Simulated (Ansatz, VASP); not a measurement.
**Two plane-wave programs on Au**

```
Au
1.0
     0.00000    2.03500    2.03500
     2.03500    0.00000    2.03500
     2.03500    2.03500    0.00000
Au
1
Direct
  0.00000 0.00000 0.00000
```

Alike in both runs: functional LDA; k mesh 11 × 11 × 11; occupations fermi-dirac, width 0.05 eV; non-collinear spin, spin-orbit coupling.

```csv
,VASP,Ansatz
version,VASP 6.6.1,Ansatz 0.2.0
potentials or method,"VASP PAW LDA potentials, release 64 (Au_sv_GW)",Ansatz PAW
plane-wave cutoff (eV),540,420
valence electrons in the cell,19,19
task,single point,band structure
```

Ansatz gave:

- pressure (GPa): -4.5

Question: Which values does VASP return?

Answer: Pressure (GPa): -2.9.

LDA's correlation is that of Perdew and Zunger in VASP and of Perdew and Wang (1992) in Ansatz.
